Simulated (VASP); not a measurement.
# Zr2Si4GePd (P2_1/m) in VASP: notebook

The runs below take Zr2Si4GePd through relaxation of cell and atoms, single point, with PBE.

Program: VASP 6.6.1. These are calculated values, not measurements. Logs are shortened: lines on timing, memory, paths and dates and some standing lists are left out, and cuts for length are marked.

## 1. The cell of the first run

The structure is monoclinic, space group P2_1/m (No. 11). The conventional cell has a = 3.868 Å, b = 3.700 Å, c = 20.423 Å, α = 90.00°, β = 91.47°, γ = 90.00°. Within 3.9 Å of Zr (site symmetry m) lie 10 Si at 2.80 to 3.69 Å and 4 Pd at 3.07 to 3.10 Å and 6 Zr at 3.48 to 3.87 Å. Within 3.9 Å of Zr (site symmetry m) lie 6 Si at 2.72 to 2.82 Å and 2 Ge at 2.87 Å and 6 Zr at 3.48 to 3.87 Å. Within 3.2 Å of Si (site symmetry m) lie 4 Pd at 2.43 to 2.47 Å and 4 Si at 2.67 to 2.69 Å. Within 3.1 Å of Si (site symmetry m) lie 1 Pd at 2.36 Å and 2 Si at 2.37 to 2.42 Å and 6 Zr at 2.80 to 2.82 Å. Within 3.1 Å of Si (site symmetry m) lie 2 Si at 2.34 Å and 2 Ge at 2.38 to 2.44 Å. Within 3.1 Å of Si (site symmetry m) lie 2 Si at 2.37 to 2.42 Å and 6 Zr at 2.72 to 2.91 Å and 1 Ge at 2.95 Å. Within 3.1 Å of Ge (site symmetry m) lie 3 Si at 2.38 to 2.95 Å and 2 Zr at 2.87 Å. Pd (site symmetry m) has 5 Si at 2.36 to 2.47 Å and 4 Zr at 3.07 to 3.10 Å within 3.1 Å.

## 2. Relaxation of cell and atoms, PBE

INCAR reads:

```
PREC = Accurate ; ENCUT = 500
EDIFF = 1E-7 ; ISMEAR = 0
SIGMA = 0.1 ; LREAL = F
LASPH = T ; NELM = 120
ALGO = Normal ; ISIF = 3
LWAVE = F ; LCHARG = F
GGA = PE ; IBRION = 2
NSW = 100 ; EDIFFG = -0.01
GGA_COMPAT = F ; NELMIN = 4
KPAR = 4
```

KPOINTS reads:

```
Automatic mesh
0
Gamma
  8 8 2
```

POSCAR reads:

```
Zr2Si4GePd
1.0
    3.8681098385      0.0000000000      0.0000000000
    0.0000000000      3.7000278991      0.0000000000
   -0.5224478226      0.0000000000     20.4158537249
Zr Si Ge Pd
4 8 2 2
Direct
    0.2721507912      0.7500000000      0.6509324863
    0.7278492088      0.2500000000      0.3490675137
    0.2358221954      0.2500000000      0.2042802420
    0.7641778046      0.7500000000      0.7957197580
    0.2524540962      0.2500000000      0.5026421934
    0.7475459038      0.7500000000      0.4973578066
    0.7751559433      0.2500000000      0.6918996417
    0.2248440567      0.7500000000      0.3081003583
    0.4963287858      0.7500000000      0.0350147639
    0.5036712142      0.2500000000      0.9649852361
    0.2772396707      0.2500000000      0.7609922269
    0.7227603293      0.7500000000      0.2390077731
    0.0029906915      0.2500000000      0.8945167598
    0.9970093085      0.7500000000      0.1054832402
    0.2446744496      0.7500000000      0.4238664407
    0.7553255504      0.2500000000      0.5761335593
```

Potentials or basis: VASP PAW PBE potentials, release 64 (Zr_sv, Si, Ge_d, Pd).

On the command line:

```bash
$ cat potpaw_PBE.64/Zr_sv/POTCAR potpaw_PBE.64/Si/POTCAR potpaw_PBE.64/Ge_d/POTCAR potpaw_PBE.64/Pd/POTCAR > POTCAR
$ mpirun -np 4 vasp_std > vasp.out
```

OUTCAR:

```text
PREC = Accurate
   ENCUT = 500
   EDIFF = 1E-7
   ISMEAR = 0
   LREAL = F
   LASPH = T
   NELM = 120
   ISIF = 3
   GGA = PE
   IBRION = 2
   NSW = 100
   EDIFFG = -0.01
   NELMIN = 4

 ion  position               nearest neighbor table
   1  0.272  0.750  0.651-   7 2.80   7 2.80   7 2.81   7 2.81  11 2.91  11 2.91  16 3.07  16 3.07
                            16 3.10  16 3.10   4 3.48   4 3.59
   2  0.728  0.250  0.349-   8 2.80   8 2.80   8 2.81   8 2.81  12 2.91  12 2.91  15 3.07  15 3.07
                            15 3.10  15 3.10   3 3.48   3 3.59
   3  0.236  0.250  0.204-  12 2.72  12 2.72   8 2.82   8 2.82  12 2.82  12 2.82  14 2.87  14 2.87
                             2 3.48   2 3.59
   4  0.764  0.750  0.796-  11 2.72  11 2.72   7 2.82   7 2.82  11 2.82  11 2.82  13 2.87  13 2.87
                             1 3.48   1 3.59
   5  0.252  0.250  0.503-  16 2.43  15 2.45  15 2.45  16 2.47   6 2.67   6 2.67   6 2.69   6 2.69

   6  0.748  0.750  0.497-  15 2.43  16 2.45  16 2.45  15 2.47   5 2.67   5 2.67   5 2.69   5 2.69

   7  0.775  0.250  0.692-  16 2.36  11 2.37  11 2.42   1 2.80   1 2.80   1 2.81   1 2.81   4 2.82
                             4 2.82
   8  0.225  0.750  0.308-  15 2.36  12 2.37  12 2.42   2 2.80   2 2.80   2 2.81   2 2.81   3 2.82
                             3 2.82
   9  0.496  0.750  0.035-  10 2.34  10 2.34  14 2.38  14 2.44
  10  0.504  0.250  0.965-   9 2.34   9 2.34  13 2.38  13 2.44
  11  0.277  0.250  0.761-   7 2.37   7 2.42   4 2.72   4 2.72   4 2.82   4 2.82   1 2.91   1 2.91
                            13 2.95
  12  0.723  0.750  0.239-   8 2.37   8 2.42   3 2.72   3 2.72   3 2.82   3 2.82   2 2.91   2 2.91
                            14 2.95
  13  0.003  0.250  0.895-  10 2.38  10 2.44   4 2.87   4 2.87  11 2.95
  14  0.997  0.750  0.105-   9 2.38   9 2.44   3 2.87   3 2.87  12 2.95
  15  0.245  0.750  0.424-   8 2.36   6 2.43   5 2.45   5 2.45   6 2.47   2 3.07   2 3.07   2 3.10
                             2 3.10
  16  0.755  0.250  0.576-   7 2.36   5 2.43   6 2.45   6 2.45   5 2.47   1 3.07   1 3.07   1 3.10
                             1 3.10

  LATTYP: Found a simple monoclinic cell.
 ALAT       =     3.8681098385
 B/A-ratio  =     0.9565467511
 C/A-ratio  =     5.2797201429
 COS(beta)  =    -0.0255819251

  Lattice vectors:

 A1 = (   3.8681098385,   0.0000000000,   0.0000000000)
 A2 = (   0.0000000000,   3.7000278991,   0.0000000000)
 A3 = (  -0.5224478226,   0.0000000000,  20.4158537249)

Analysis of symmetry for initial positions (statically):
=====================================================================
 Subroutine PRICEL returns:
 Original cell was already a primitive cell.

 Routine SETGRP: Setting up the symmetry group for a
 simple monoclinic supercell.

 Subroutine GETGRP returns: Found  4 space group operations
 (whereof  2 operations were pure point group operations)
 out of a pool of  4 trial point group operations.

The static configuration has the point symmetry S_2 .
 The point group associated with its full space group is C_2h.

Analysis of symmetry for dynamics (positions and initial velocities):
=====================================================================
 Subroutine PRICEL returns:
 Original cell was already a primitive cell.

 Routine SETGRP: Setting up the symmetry group for a
 simple monoclinic supercell.

 Subroutine GETGRP returns: Found  4 space group operations
 (whereof  2 operations were pure point group operations)
 out of a pool of  4 trial point group operations.

The dynamic configuration has the point symmetry S_2 .
 The point group associated with its full space group is C_2h.

 Subroutine INISYM returns: Found  4 space group operations
 (whereof  2 operations are pure point group operations),
 and found     1 'primitive' translations

----------------------------------------------------------------------------------------

                                     Primitive cell

  volume of cell :     292.1940

  direct lattice vectors                    reciprocal lattice vectors
     3.868109839  0.000000000  0.000000000     0.258524200  0.000000000  0.006615712
     0.000000000  3.700027899  0.000000000     0.000000000  0.270268232  0.000000000
[... 64 lines left out ...]
 ===========================================

 Found     50 irreducible k-points:

 Following reciprocal coordinates:
            Coordinates               Weight
  0.000000  0.000000  0.000000      1.000000
  0.125000  0.000000  0.000000      2.000000
  0.250000  0.000000  0.000000      2.000000
  0.375000  0.000000  0.000000      2.000000
  0.500000  0.000000  0.000000      1.000000
  0.000000  0.125000  0.000000      2.000000
[... 16 lines left out ...]
  0.250000  0.500000  0.000000      2.000000
  0.375000  0.500000  0.000000      2.000000
 [... further k-points ...]
   k-points           NKPTS =     50   k-points in BZ     NKDIM =     50   number of bands    NBANDS=     76
   number of dos      NEDOS =    301   number of ions     NIONS =     16
   total plane-waves  NPLWV = 117600
   dimension x,y,z NGX =    28 NGY =   28 NGZ =  150
   dimension x,y,z NGXF=    56 NGYF=   56 NGZF=  300
   ions per type =               4   8   2   2
   NGX,Y,Z   is equivalent  to a cutoff of  12.03, 12.58, 12.21 a.u.
   NGXF,Y,Z  is equivalent  to a cutoff of  24.07, 25.16, 24.42 a.u.
 SYSTEM =  unknown system
   PREC   = accura    normal or accurate (medium, high low for compatibility)
   ISTART =      0    job   : 0-new  1-cont  2-samecut
   ICHARG =      2    charge: 1-file 2-atom 10-const
   ISPIN  =      1    spin polarized calculation?
   LNONCOLLINEAR =      F non collinear calculations
   LSORBIT =      F    spin-orbit coupling
   LASPH  =      T    aspherical Exc in radial PAW
   ENCUT  =  500.0 eV  36.75 Ry    6.06 a.u.   7.05  6.75 37.23*2*pi/ulx,y,z
   NELM   =    120;   NELMIN=  4; NELMDL= -5     # of ELM steps
   EDIFF  = 0.1E-06   stopping-criterion for ELM
   LREAL  =      F    real-space projection
   EDIFFG = -.1E-01   stopping-criterion for IOM
   NSW    =    100    number of steps for IOM
   IBRION =      2    ionic relax: 0-MD 1-quasi-New 2-CG
   NFREE  =      1    steps in history (QN), initial steepest desc. (CG)
   ISIF   =      3    stress and relaxation
   ISYM   =      2    0-nonsym 1-usesym 2-fastsym
   POTIM  = 0.5000    time-step for ionic-motion
   TEBEG  =    0.0;   TEEND  =   0.0 temperature during run
   PSTRESS=    0.0 pullay stress
   NELECT =     128.0000    total number of electrons
   NUPDOWN=      -1.0000    fix difference up-down
   EMIN   =  10.00;   EMAX   =-10.00  energy-range for DOS
   EFERMI =   0.00;   METHOD = LEGACY
   ISMEAR =     0;   SIGMA  =   0.10  broadening in eV -4-tet -1-fermi 0-gaus
   EFERMI_NEDOS =   21; number of points for ismear=-14 and -15
   IALGO  =     38    algorithm
   IMIX   =      4    mixing-type and parameters
     AMIX     =   0.40;   BMIX     =  1.00
     AMIX_MAG =   1.60;   BMIX_MAG =  1.00
  volume/ion in A,a.u.               =      18.26       123.24
  Fermi-wavevector in a.u.,A,eV,Ry     =   1.243334  2.349560 21.032957  1.545879
  Thomas-Fermi vector in A             =   2.377649
   LORBIT       =      0    0 simple, 1 ext, 2 COOP (PROOUT), +10 PAW based schemes
   GGA     = PE    functional components
   LHFCALC =     F    Hartree Fock is set to
   AEXX    =    0.0000 exact exchange contribution
   IVDW    =     0    specifies the selected vdW correction
   LEPSILON=     F    determine dielectric tensor
   LRPA    =     F    only Hartree local field effects (RPA)
 conjugate gradient relaxation of ions
 non-spin polarized calculation
 Gauss-broadening in eV      SIGMA  =   0.10
  energy-cutoff  :      500.00
  volume of cell :      292.19
 maximum number of plane-waves:      7464
   NGX = 15   NGY = 13   NGZ = 75

--------------------------------------- Ionic step        1  -------------------------------------------

 number of electron     128.0000019 magnetization

 Free energy of the ion-electron system (eV)
  ---------------------------------------------------
  ext. energy  EPLUGINS =         0.00000000
  ---------------------------------------------------
  free energy    TOTEN  =      -103.99530877 eV

  energy without entropy =     -103.96501411  energy(sigma->0) =     -103.98016144

------------------------ aborting loop because EDIFF is reached ----------------------------------------

  FORCE on cell =-STRESS in cart. coord.  units (eV):
  Direction    XX          YY          ZZ          XY          YZ          ZX
  --------------------------------------------------------------------------------------
  -------------------------------------------------------------------------------------
  Total       -0.1894733     -0.0105314      0.1805311      0.0000000      0.0000000      0.0979984
  in kB       -1.0389324     -0.0577463      0.9898997      0.0000000      0.0000000      0.5373510
  external PRESSURE =      -0.0355930 kB  Pullay stress =       0.0000000 kB
[... 131 lines left out ...]
  FREE ENERGIE OF THE ION-ELECTRON SYSTEM (eV)
  ---------------------------------------------------
  free  energy   TOTEN  =      -104.0050226010 eV

  energy  without entropy=     -103.9742710189  energy(sigma->0) =     -103.98964681

[... ionic steps 4 to 7 ...]

--------------------------------------- Ionic step        8  -------------------------------------------

 number of electron     128.0000011 magnetization

------------------------ aborting loop because EDIFF is reached ----------------------------------------
[... 95 lines left out ...]
--------------------------------------- Ionic step       10  -------------------------------------------

 number of electron     128.0000011 magnetization

 Free energy of the ion-electron system (eV)
  ---------------------------------------------------
  ext. energy  EPLUGINS =         0.00000000
  ---------------------------------------------------
  free energy    TOTEN  =      -104.00719067 eV

  energy without entropy =     -103.97654932  energy(sigma->0) =     -103.99186999

 E-fermi :   8.5408     XC(G=0): -10.9200

 val. band max:        8.5271373040   @ k =   0.0000   0.1250   0.0000
 cond. band min:       8.5636700869   @ k =   0.1250   0.5000   0.0000
 fundamental gap:      0.0365327829
 Fermi energy:         8.5407832170

 k-point     1 :       0.0000    0.0000    0.0000
  band No.  band energies     occupation
      1     -40.7974      2.00000
      2     -40.7974      2.00000
      3     -40.4388      2.00000
      4     -40.4388      2.00000
      5     -18.9283      2.00000
      6     -18.9280      2.00000
[... 1885 lines left out ...]
     75      11.3099      0.00000
     76      11.3099      0.00000

 [... further k-points ...]

------------------------ aborting loop because EDIFF is reached ----------------------------------------

  FORCE on cell =-STRESS in cart. coord.  units (eV):
  Direction    XX          YY          ZZ          XY          YZ          ZX
  --------------------------------------------------------------------------------------
  -------------------------------------------------------------------------------------
  Total       -0.0195532     -0.0539187     -0.0633584      0.0000000      0.0000000      0.0329524
  in kB       -0.1071557     -0.2954860     -0.3472174      0.0000000      0.0000000      0.1805862
  external PRESSURE =      -0.2499530 kB  Pullay stress =       0.0000000 kB
[... 31 lines left out ...]
  FREE ENERGIE OF THE ION-ELECTRON SYSTEM (eV)
  ---------------------------------------------------
  free  energy   TOTEN  =      -104.0071906684 eV

  energy  without entropy=     -103.9765493188  energy(sigma->0) =     -103.99186999

 reached required accuracy - stopping structural energy minimisation
```

Run time: 31 min. Hardware: 4 MPI ranks of AMD EPYC 9R45 (Zen 5), shared host; peak memory 0.96 GiB.

Results:

- Free energy: -104.0072 eV
- Relaxed volume: 18.27 Å³/atom
- Relaxed cell: a = 3.865 Å, b = 3.702 Å, c = 20.439 Å, α = 90.00°, β = 91.54°, γ = 90.00°
- Space group after relaxing (to 0.1 Å): P2_1/m (No. 11)
- Energy gained by relaxing: 0.7 meV/atom
- Ionic steps: 10
- Pressure after relaxing: 0.0 GPa
- Largest force after relaxing: 0.010 eV/Å
- Band gap on the k mesh: zero (bands 64 and 65 overlap by 0.60 eV)

Forces in eV/Å, atoms in the order of the input:
```
Zr   0.004  0.000  0.001
Zr  -0.004  0.000 -0.001
Zr   0.009  0.000 -0.004
Zr  -0.009  0.000  0.004
Si   0.002  0.000 -0.004
Si  -0.002  0.000  0.004
Si  -0.003  0.000  0.001
Si   0.003  0.000 -0.001
Si   0.004  0.000  0.000
Si  -0.004  0.000  0.000
Si  -0.001  0.000 -0.003
Si   0.001  0.000  0.003
Ge   0.007  0.000 -0.001
Ge  -0.007  0.000  0.001
Pd  -0.008  0.000 -0.001
Pd   0.008  0.000  0.001
```

The path:
```tsv
step	energy change (eV)	largest force (eV/Å)	pressure (GPa)	volume (Å³)
1	0.0000	0.2651	0.00	292.19
2	-0.0095	0.0777	0.01	292.18
3	-0.0097	0.0812	0.02	292.17
4	-0.0110	0.0355	-0.01	292.28
5	-0.0113	0.0397	-0.02	292.34
6	-0.0116	0.0239	0.03	292.24
7	-0.0117	0.0180	0.05	292.20
8	-0.0118	0.0133	-0.06	292.45
9	-0.0118	0.0134	-0.05	292.43
10	-0.0119	0.0095	-0.02	292.36
```

Final structure:
```
CELL_PARAMETERS angstrom
3.86476 0.00000 -0.00262
0.00000 3.70237 0.00000
-0.53584 0.00000 20.43233
ATOMIC_POSITIONS crystal
Zr 0.27214 0.75000 0.65116
Zr 0.72786 0.25000 0.34884
Zr 0.23500 0.25000 0.20473
Zr 0.76500 0.75000 0.79527
Si 0.25110 0.25000 0.50271
Si 0.74890 0.75000 0.49729
Si 0.77393 0.25000 0.69203
Si 0.22607 0.75000 0.30797
Si 0.49559 0.75000 0.03503
Si 0.50441 0.25000 0.96497
Si 0.27360 0.25000 0.76136
Si 0.72640 0.75000 0.23864
Ge 0.00326 0.25000 0.89432
Ge 0.99674 0.75000 0.10568
Pd 0.23849 0.75000 0.42429
Pd 0.76151 0.25000 0.57571
```

Levels at points of the mesh, in eV from the Fermi level:
| k point | band 62 | band 63 | band 64 | band 65 | band 66 | band 67 |
| --- | --- | --- | --- | --- | --- | --- |
| (0.00, 0.00, 0.00) | 0.09 | 0.27 | 0.34 | 0.73 | 0.91 | 1.03 |
| (0.50, 0.00, 0.00) | -0.77 | -0.72 | 0.47 | 0.48 | 0.50 | 1.23 |
| (0.00, 0.50, 0.00) | -0.89 | -0.48 | -0.48 | 0.04 | 0.04 | 0.22 |
| (0.50, 0.50, 0.00) | -2.11 | -1.53 | -1.53 | 0.67 | 0.67 | 1.62 |
| (0.00, 0.00, 0.50) | 0.09 | 0.29 | 0.38 | 0.73 | 0.92 | 1.05 |
| (0.50, 0.00, 0.50) | -0.77 | -0.63 | 0.47 | 0.50 | 0.50 | 1.22 |
| (0.00, 0.50, 0.50) | -0.91 | -0.50 | -0.50 | 0.03 | 0.03 | 0.26 |
| (0.50, 0.50, 0.50) | -2.11 | -1.53 | -1.53 | 0.66 | 0.66 | 1.58 |

## 3. Single point, PBE

INCAR reads:

```
  PREC = Accurate
  ENCUT = 500
  EDIFF = 1E-6
  ISMEAR = 0
  SIGMA = 0.1
  LREAL = F
  LASPH = T
  NELM = 120
  ALGO = Normal
  ISIF = 2
  LWAVE = F
  LCHARG = F
  GGA = PE
  NBANDS = 78
  GGA_COMPAT = F
```

KPOINTS is that of step 2.

POSCAR reads:

```
Zr2Si4GePd
1.0
    3.8649645889      0.0000000000      0.0005327308
    0.0000000000      3.7032593300      0.0000000000
   -0.5192112594      0.0000000000     20.4119509060
Zr Si Ge Pd
4 8 2 2
Direct
    0.2710568464      0.7500000000      0.6513402396
    0.7289431536      0.2500000000      0.3486597604
    0.2376083171      0.2500000000      0.2045449785
    0.7623916829      0.7500000000      0.7954550215
    0.2512728776      0.2500000000      0.5026531942
    0.7487271224      0.7500000000      0.4973468058
    0.7722481497      0.2500000000      0.6921473912
    0.2277518503      0.7500000000      0.3078526088
    0.4954367985      0.7500000000      0.0350745372
    0.5045632015      0.2500000000      0.9649254628
    0.2714516345      0.2500000000      0.7615371483
    0.7285483655      0.7500000000      0.2384628517
    0.0042409370      0.2500000000      0.8941424405
    0.9957590630      0.7500000000      0.1058575595
    0.2388843430      0.7500000000      0.4242729206
    0.7611156570      0.2500000000      0.5757270794
```

Potentials or basis: VASP PAW PBE potentials, release 64 (Zr_sv, Si, Ge_d, Pd).

On the command line:

```bash
$ cat potpaw_PBE.64/Zr_sv/POTCAR potpaw_PBE.64/Si/POTCAR potpaw_PBE.64/Ge_d/POTCAR potpaw_PBE.64/Pd/POTCAR > POTCAR
$ mpirun -np 1 vasp_std > vasp.out
```

Wall time 33 min (1 thread of Oxide Virtual Turin-like, shared host); peak memory 0.89 GiB.

It converged, with:

```yaml
Free_energy: -104.0074 eV
Pressure: 0.0 GPa
Largest_force: 0.012 eV/Å
Band_gap_on_the_k_mesh: zero (bands 64 and 65 overlap by 0.60 eV)
```

Forces in eV/Å, atoms in the order of the input:
```
Zr  -0.001  0.000 -0.006
Zr   0.001  0.000  0.006
Zr   0.004  0.000 -0.004
Zr  -0.004  0.000  0.004
Si  -0.001  0.000  0.003
Si   0.001  0.000 -0.003
Si   0.007  0.000  0.007
Si  -0.007  0.000 -0.007
Si  -0.001  0.000  0.002
Si   0.001  0.000 -0.002
Si  -0.006  0.000 -0.005
Si   0.006  0.000  0.005
Ge   0.003  0.000  0.007
Ge  -0.003  0.000 -0.007
Pd  -0.007  0.000 -0.010
Pd   0.007  0.000  0.010
```

Levels at points of the mesh, in eV from the Fermi level:
| k point | band 61 | band 62 | band 63 | band 64 | band 65 | band 66 | band 67 | band 68 |
| --- | --- | --- | --- | --- | --- | --- | --- | --- |
| (0.00, 0.00, 0.00) | -0.63 | 0.10 | 0.25 | 0.34 | 0.72 | 0.91 | 1.01 | 1.17 |
| (0.50, 0.00, 0.00) | -0.93 | -0.78 | -0.70 | 0.48 | 0.50 | 0.52 | 1.23 | 1.24 |
| (0.00, 0.50, 0.00) | -0.90 | -0.90 | -0.48 | -0.48 | 0.04 | 0.04 | 0.22 | 0.22 |
| (0.50, 0.50, 0.00) | -2.12 | -2.12 | -1.53 | -1.53 | 0.67 | 0.67 | 1.60 | 1.60 |
| (0.00, 0.00, 0.50) | -0.59 | 0.10 | 0.27 | 0.38 | 0.71 | 0.91 | 1.03 | 1.09 |
| (0.50, 0.00, 0.50) | -0.83 | -0.78 | -0.62 | 0.47 | 0.51 | 0.54 | 1.21 | 1.26 |
| (0.00, 0.50, 0.50) | -0.92 | -0.92 | -0.49 | -0.49 | 0.03 | 0.03 | 0.26 | 0.26 |
| (0.50, 0.50, 0.50) | -2.11 | -2.11 | -1.53 | -1.53 | 0.67 | 0.67 | 1.57 | 1.57 |

The gap in the log of VASP goes by the Fermi energy; the results here count the filled bands.